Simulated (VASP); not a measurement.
# Ba (Immm) in VASP: notebook, part 2 of 2

VASP 6.6.1. The steps go on from the part before.

## Step 3: Single point, LDA (strain -0.0500 x Voigt [1, -1, 0, 0, 0, 0])

File INCAR:

```
SYSTEM = Ba
PREC = Accurate
ENCUT = 520
EDIFF = 1E-6
ISMEAR = 0
SIGMA = 0.15
LREAL = .False.
LASPH = .True.
NELM = 100
ALGO = Fast
ISIF = 2
LWAVE = .False.
LCHARG = .True.
LELF = .True.
LVHAR = .True.
NBANDS = 11
```

File KPOINTS:

```
Automatic mesh
0
Gamma
  14 14 14
  0 0 0
```

File POSCAR:

```
Ba
1.0
   -2.3750000000      2.6250000000      2.5000000000
    2.3750000000     -2.6250000000      2.5000000000
    2.3750000000      2.6250000000     -2.5000000000
Ba
1
Direct
    0.0000000000      0.0000000000      0.0000000000
```

Potentials or basis: VASP PAW LDA potentials, release 64 (Ba_sv).

Command:

```
cat potpaw_LDA.64/Ba_sv/POTCAR > POTCAR
mpirun -np 1 vasp_std > vasp.out
```

OUTCAR:

```text
SYSTEM = Ba
   PREC = Accurate
   ENCUT = 520
   EDIFF = 1E-6
   ISMEAR = 0
   LREAL = .False.
   LASPH = .True.
   NELM = 100
   ISIF = 2

 ion  position               nearest neighbor table
   1  0.000  0.000  0.000-

  LATTYP: Found a body centered orthorhombic cell.
 ALAT       =     4.7500000000
 B/A-ratio  =     1.0526315789
 C/A-ratio  =     1.1052631579

  Lattice vectors:

 A1 = (  -2.3750000000,  -2.6250000000,   2.5000000000)
 A2 = (   2.3750000000,  -2.6250000000,  -2.5000000000)
 A3 = (   2.3750000000,   2.6250000000,   2.5000000000)

Analysis of symmetry for initial positions (statically):
=====================================================================
 Subroutine PRICEL returns:
 Original cell was already a primitive cell.

 Routine SETGRP: Setting up the symmetry group for a
 body centered orthorhombic supercell.

 Subroutine GETGRP returns: Found  8 space group operations
 (whereof  8 operations were pure point group operations)
 out of a pool of  8 trial point group operations.

The static configuration has the point symmetry D_2h.

Analysis of symmetry for dynamics (positions and initial velocities):
=====================================================================
 Subroutine PRICEL returns:
 Original cell was already a primitive cell.

 Routine SETGRP: Setting up the symmetry group for a
 body centered orthorhombic supercell.

 Subroutine GETGRP returns: Found  8 space group operations
 (whereof  8 operations were pure point group operations)
 out of a pool of  8 trial point group operations.

The dynamic configuration has the point symmetry D_2h.

 Subroutine INISYM returns: Found  8 space group operations
 (whereof  8 operations are pure point group operations),
 and found     1 'primitive' translations

----------------------------------------------------------------------------------------

                                     Primitive cell

  volume of cell :      62.3438
[... 112 lines left out ...]
   GGA     = CA    functional components
   LHFCALC =     F    Hartree Fock is set to
   AEXX    =    0.0000 exact exchange contribution
   IVDW    =     0    specifies the selected vdW correction
   LEPSILON=     F    determine dielectric tensor
   LRPA    =     F    only Hartree local field effects (RPA)
 non-spin polarized calculation
 RMM-DIIS sequential band-by-band and
 Gauss-broadening in eV      SIGMA  =   0.15
  energy-cutoff  :      520.00
  volume of cell :       62.34
 maximum number of plane-waves:      1704
   NGX = 17   NGY = 17   NGZ = 17

 number of electron      10.0000000 magnetization

 Free energy of the ion-electron system (eV)
  ---------------------------------------------------
  ext. energy  EPLUGINS =         0.00000000
  ---------------------------------------------------
  free energy    TOTEN  =        -2.22000744 eV

  energy without entropy =       -2.20621758  energy(sigma->0) =       -2.21311251

 E-fermi :   1.4699     XC(G=0):  -7.6496

 val. band max:        1.4688016143   @ k =   0.4286   0.2143   0.1429
 cond. band min:       1.4756377456   @ k =  -0.3571   0.5000   0.2143
 fundamental gap:      0.0068361312
 Fermi energy:         1.4699117207

 k-point     1 :       0.0000    0.0000    0.0000
  band No.  band energies     occupation
      1     -27.3404      2.00000
      2     -12.2973      2.00000
      3     -12.2973      2.00000
      4     -12.2918      2.00000
      5      -1.2968      2.00000
      6       2.9445      0.00000
      7       3.2828      0.00000
      8       3.5515      0.00000
      9       4.2875      0.00000
     10       5.0452      0.00000
     11       8.1283      0.00000
[... 309 lines left out ...]
 k-point    24 :       0.0714    0.1429   -0.0000
  band No.  band energies     occupation
      1     -27.3257      2.00000
      2     -12.4519      2.00000
      3     -12.3432      2.00000
      4     -12.3081      2.00000
      5      -0.6435      2.00000
      6       2.6124      0.00000
      7       3.0152      0.00000
      8       3.8666      0.00000
      9       4.2406      0.00000
     10       4.8866      0.00000
     11       9.0931      0.00000

 [... further k-points ...]

------------------------ aborting loop because EDIFF is reached ----------------------------------------

  FORCE on cell =-STRESS in cart. coord.  units (eV):
  Direction    XX          YY          ZZ          XY          YZ          ZX
  --------------------------------------------------------------------------------------
  -------------------------------------------------------------------------------------
  Total       -0.3622978     -0.5174921     -0.4839156      0.0000000      0.0000000     -0.0000000
  in kB       -9.3107220    -13.2990734    -12.4361878      0.0000000      0.0000000     -0.0000000
  external PRESSURE =     -11.6819944 kB  Pullay stress =       0.0000000 kB

 VOLUME and BASIS-vectors are now :
 -----------------------------------------------------------------------------
  energy-cutoff  :      520.00
  volume of cell :       62.34
      direct lattice vectors                 reciprocal lattice vectors
    -2.375000000  2.625000000  2.500000000     0.000000000  0.190476190  0.200000000
     2.375000000 -2.625000000  2.500000000     0.210526316  0.000000000  0.200000000
     2.375000000  2.625000000 -2.500000000     0.210526316  0.190476190  0.000000000

 POSITION                                       TOTAL-FORCE (eV/Angst)
 -----------------------------------------------------------------------------------
      0.00000      0.00000      0.00000         0.000000      0.000000      0.000000
 -----------------------------------------------------------------------------------
    total drift:                                0.000000      0.000000     -0.000000

  FREE ENERGIE OF THE ION-ELECTRON SYSTEM (eV)
  ---------------------------------------------------
  free  energy   TOTEN  =        -2.2200074440 eV

  energy  without entropy=       -2.2062175761  energy(sigma->0) =       -2.21311251
```

OSZICAR:

```text
N       E                     dE             d eps       ncg     rms          rms(c)
DAV:   1     0.534065055080E+02    0.53407E+02   -0.42729E+03  9424   0.754E+02
DAV:   2     0.460854103764E+00   -0.52946E+02   -0.51532E+02 11302   0.136E+02
DAV:   3    -0.213339689713E+01   -0.25943E+01   -0.25759E+01 12009   0.308E+01
DAV:   4    -0.222375188985E+01   -0.90355E-01   -0.90185E-01 12600   0.525E+00
DAV:   5    -0.222620079350E+01   -0.24489E-02   -0.24486E-02 12648   0.689E-01    0.170E+00
RMM:   6    -0.222212759272E+01    0.40732E-02   -0.30932E-03 10085   0.545E-01    0.101E+00
RMM:   7    -0.221971853551E+01    0.24091E-02   -0.78864E-03 11181   0.856E-01    0.371E-02
RMM:   8    -0.221998153793E+01   -0.26300E-03   -0.18865E-03 14079   0.207E-01    0.305E-02
RMM:   9    -0.222000379290E+01   -0.22255E-04   -0.16980E-04 14569   0.558E-02    0.218E-02
RMM:  10    -0.222000672292E+01   -0.29300E-05   -0.34288E-05 13978   0.374E-02    0.514E-03
RMM:  11    -0.222000744402E+01   -0.72110E-06   -0.86394E-06 12524   0.131E-02
   1 F= -.22200074E+01 E0= -.22131125E+01  d E =-.137899E-01
```

Wall time 88 s (1 thread of AMD EPYC 9R45 (Zen 5), shared host); peak memory 0.36 GiB.

Results:

```yaml
Free_energy: -2.2200 eV
Pressure: -1.2 GPa
Band_gap_on_the_k_mesh: zero (bands 5 and 6 overlap by 0.90 eV)
```

Stress tensor (GPa, compression positive):
```
-0.93  0.00  0.00
 0.00 -1.33  0.00
 0.00  0.00 -1.24
```

Caveat: the cell differs from its parent crystal (strain -0.0500 x Voigt [1, -1, 0, 0, 0, 0]); spin-orbit coupling is left out, which moves the levels of the heavy elements.

## Step 4: Single point, LDA (strain +0.0250 x Voigt [1, -1, 0, 0, 0, 0])

File INCAR:

```
  ALGO = Fast
  EDIFF = 1E-7
  ENCUT = 520
  ISIF = 2
  ISMEAR = 0
  LASPH = T
  LCHARG = F
  LREAL = F
  LWAVE = F
  NBANDS = 11
  NELM = 100
  PREC = Accurate
  SIGMA = 0.15
```

File KPOINTS:

```
k-points
0
Gamma
  14 14 14
```

File POSCAR:

```
Ba
1.0
   -2.5625000000      2.4375000000      2.5000000000
    2.5625000000     -2.4375000000      2.5000000000
    2.5625000000      2.4375000000     -2.5000000000
Ba
1
Direct
    0.0000000000      0.0000000000      0.0000000000
```

Command:

```
cat potpaw_LDA.64/Ba_sv/POTCAR > POTCAR
mpirun -np 1 vasp_std > vasp.out
```

It took 1.8 min on 1 thread of AMD EPYC 9R45 (Zen 5), shared host; peak memory 0.36 GiB.

It converged, with:

| Item | Value |
| --- | --- |
| Free energy | -2.2221 eV |
| Pressure | -1.2 GPa |
| Band gap on the k mesh | zero (bands 5 and 6 overlap by 0.97 eV) |

Stress tensor (GPa, compression positive):
```
-1.28  0.00  0.00
 0.00 -1.09  0.00
 0.00  0.00 -1.21
```

Levels at points of the mesh, in eV from the Fermi level:
| k point | band 1 | band 2 | band 3 | band 4 | band 5 | band 6 | band 7 | band 8 | band 9 | band 10 |
| --- | --- | --- | --- | --- | --- | --- | --- | --- | --- | --- |
| (0.00, 0.00, 0.00) | -28.81 | -13.76 | -13.76 | -13.76 | -2.76 | 1.62 | 1.78 | 1.92 | 3.03 | 3.41 |
| (0.50, 0.00, 0.00) | -28.76 | -14.24 | -13.93 | -13.78 | -0.90 | 0.49 | 1.43 | 3.34 | 3.90 | 5.25 |
| (0.00, 0.50, 0.00) | -28.76 | -14.25 | -13.91 | -13.76 | -0.93 | 0.80 | 1.27 | 2.94 | 3.67 | 5.18 |
| (0.50, 0.50, 0.00) | -28.76 | -14.25 | -13.92 | -13.77 | -0.92 | 0.64 | 1.35 | 3.10 | 3.85 | 5.21 |
| (0.50, 0.50, 0.50) | -28.73 | -14.12 | -14.10 | -14.07 | -0.58 | -0.51 | 4.13 | 4.40 | 4.68 | 4.71 |

Caveat: the cell differs from its parent crystal (strain +0.0250 x Voigt [1, -1, 0, 0, 0, 0]); spin-orbit coupling is left out, which moves the levels of the heavy elements.

## Step 5: Summary

| cell | further INCAR settings | gap on the mesh (eV) | pressure (GPa) |
| --- | --- | --- | --- |
| a = 4.336 Å, angles 104.4, 114.6, 109.6°, 1 atom | ALGO = Fast; EDIFF = 1e-06; NBANDS = 11 | none | -1.1 |
| a = 4.334 Å, angles 113.5, 105.4, 109.5°, 1 atom | ALGO = Fast; EDIFF = 1e-06; NBANDS = 11 | none | -1.2 |
| a = 4.331 Å, angles 107.5, 111.5, 109.5°, 1 atom | ALGO = Fast; EDIFF = 1e-07; NBANDS = 11 | none | -1.2 |

Alike in all rows: task single point; level LDA; potentials or basis VASP PAW LDA potentials, release 64 (Ba_sv); no spin polarisation; k mesh 14 × 14 × 14; cutoff (eV) 520; smearing gaussian 0.15 eV.

Caveats: spin-orbit coupling is left out, which moves the levels of the heavy elements.

Absolute energies hang on the potentials; compare differences alone.
